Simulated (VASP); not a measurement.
# Rh3N2: relaxation of cell and atoms with PBE

Rh3N2:

```
Rh N
1.0
     3.36704    0.00000    0.00000
    -1.68352    2.91594    0.00000
     0.00000    0.00000    5.23856
Rh N
3 2
Direct
  0.00000 0.00000 0.00000
  0.33333 0.66667 0.64500
  0.66667 0.33333 0.35500
  0.33333 0.66667 0.24500
  0.66667 0.33333 0.75500
```

```
Program                : VASP 6.6.1
Task                   : relaxation of cell and atoms
Functional             : PBE
Potentials or basis    : VASP PAW PBE potentials, release 64 (Rh_pv, N)
Cutoff                 : 600 eV
k mesh                 : 6 × 6 × 4
Occupations            : gaussian, width 0.1 eV
Spin                   : no spin polarisation
Dipole correction      : no
Further INCAR settings : ALGO = Normal; EDIFF = 1e-06; IBRION = 2; EDIFFG = -0.04; NSW = 90; ISIF = 3
```

```
Relaxed volume                        : 11.27 Å³/atom
Relaxed cell                          : a = 3.039 Å, b = 3.039 Å, c = 7.046 Å, α = 90.00°, β = 90.00°, γ = 120.00°
Space group after relaxing (to 0.1 Å) : P-3m1 (No. 164)
Energy gained by relaxing             : 459.4 meV/atom
Ionic steps                           : 53
Pressure after relaxing               : -0.2 GPa
Largest force after relaxing          : 0.029 eV/Å
Band gap on the k mesh                : zero (an odd number of electrons rules out a gap without spin polarisation)
```

Forces on the atoms (eV/Å):
```
Rh   0.000  0.000  0.000
Rh   0.000  0.000  0.021
Rh   0.000  0.000 -0.021
N    0.000  0.000  0.029
N    0.000  0.000 -0.029
```

Stress tensor (GPa, compression positive):
```
-0.28  0.00  0.00
 0.00 -0.28  0.00
 0.00  0.00  0.07
```

Step by step:
| step | energy change (eV) | largest force (eV/Å) | pressure (GPa) | volume (Å³) |
| --- | --- | --- | --- | --- |
| 1 | 0.0000 | 2.7810 | 42.60 | 51.43 |
| 3 | -1.0649 | 1.2570 | -5.03 | 59.80 |
| 5 | -1.0712 | 1.3218 | -2.33 | 59.06 |
| 7 | -1.2312 | 0.1029 | 3.14 | 57.98 |
| 9 | -1.2459 | 0.1046 | -0.96 | 59.14 |
| 11 | -1.2683 | 0.1644 | 1.34 | 59.48 |
| 13 | -1.2696 | 0.0711 | -1.73 | 60.45 |
| 15 | -1.2747 | 0.1384 | -0.29 | 60.06 |
| 17 | -1.2887 | 1.1789 | 3.01 | 60.22 |
| 19 | -1.2912 | 1.0285 | 2.36 | 60.24 |
| 21 | -1.2921 | 1.0530 | 2.40 | 60.26 |
| 23 | -1.2961 | 1.1639 | 2.37 | 60.36 |
| 25 | -1.3118 | 1.6458 | 2.42 | 60.70 |
| 27 | -1.3481 | 1.9718 | 3.23 | 60.82 |
| 29 | -1.4232 | 2.1350 | 2.22 | 60.97 |
| 31 | -1.4307 | 2.1092 | 1.61 | 61.11 |
| 33 | -1.4378 | 2.0666 | 1.34 | 61.15 |
| 35 | -1.4940 | 1.9680 | 0.05 | 61.19 |
| 37 | -1.6676 | 1.5611 | -4.29 | 61.34 |
| 39 | -1.7907 | 0.9745 | -9.92 | 61.50 |
| 41 | -2.0075 | 1.0961 | 3.94 | 56.68 |
| 43 | -2.1826 | 0.5560 | 2.03 | 56.02 |
| 45 | -2.2360 | 0.3929 | -0.43 | 56.44 |
| 47 | -2.2856 | 0.3248 | -0.14 | 56.78 |
| 49 | -2.2901 | 0.2136 | -0.31 | 56.70 |
| 51 | -2.2961 | 0.0596 | -0.66 | 56.45 |
| 53 | -2.2968 | 0.0290 | -0.16 | 56.36 |

Final structure:
```
Rh N
1.0
     3.03903    0.00000    0.00000
    -1.51951    2.63188    0.00000
     0.00000    0.00000    7.04624
Rh N
3 2
Direct
  0.00000 0.00000 0.00000
  0.33333 0.66667 0.65815
  0.66667 0.33333 0.34185
  0.33333 0.66667 0.19353
  0.66667 0.33333 0.80647
```

Levels at points of the mesh, in eV from the Fermi level:
| k point | band 25 | band 26 | band 27 | band 28 | band 29 | band 30 | band 31 | band 32 |
| --- | --- | --- | --- | --- | --- | --- | --- | --- |
| (0.00, 0.00, 0.00) | -1.57 | -1.45 | -1.45 | -0.37 | 0.14 | 1.09 | 1.09 | 3.16 |
| (0.50, 0.00, 0.00) | -0.87 | -0.36 | -0.30 | -0.18 | -0.01 | 0.30 | 1.75 | 2.97 |
| (0.00, 0.00, 0.50) | -2.24 | -0.82 | -0.82 | -0.18 | 0.50 | 1.60 | 1.60 | 2.84 |
| (0.50, 0.00, 0.50) | -0.73 | -0.65 | -0.35 | -0.23 | 0.20 | 1.57 | 1.86 | 2.19 |

Wall time 36 min on 1 thread of AMD EPYC 7R43 64-Core Processor (Zen 3) (shared host), peak memory 0.17 GiB.

Caveat: a cell axis changed by over 15 % at a fixed basis, so the end point is rough.
